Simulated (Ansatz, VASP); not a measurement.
# One calculation of Si4N, two programs

```
Si N
1.0
     3.83334    0.00000    0.00000
     0.00000    3.83334    0.00000
     0.00000    0.00000   21.10348
Si N
4 1
Direct
  0.00000 0.50000 0.18954
  0.00000 0.00000 0.25376
  0.50000 0.00000 0.32071
  0.50000 0.50000 0.38399
  0.62500 0.00000 0.52614
```

Alike in both runs: task single point; functional PBE; dispersion D3(BJ); k mesh 7 × 7 × 1; occupations gaussian, width 0.05 eV; collinear spin.

|  | VASP | Ansatz |
| --- | --- | --- |
| version | VASP 6.6.1 | Ansatz 0.2.0 |
| potentials or method | VASP PAW PBE potentials, release 64 (Si, N), cutoff 520 eV | scalar-relativistic, plane waves, PAW |
| valence electrons in the cell | 21 | 21 |

Ansatz gave:

| Item | Value |
| --- | --- |
| gap on the k mesh at the Fermi level (eV) | none |
| rms of the force components (eV/Å) | 0.065 |
| net moment per atom (μB) | 0.54 |
| size of the moment on the site where the two differ most (μB) | 2.81 |
| work function, face that differs most (eV) | 5.89 |

Estimate VASP's values.

gap on the k mesh at the Fermi level (eV): none; rms of the force components (eV/Å): 0.065; net moment per atom (μB): 0.54; size of the moment on the site where the two differ most (μB): 1.90; work function, face that differs most (eV): 5.89.

Site moments also hang on the region over which each program counts them. Atom by atom the forces differ by 0.002 eV/Å (rms over components). A gap of «none» marks a metal or a gap that the smearing closes.
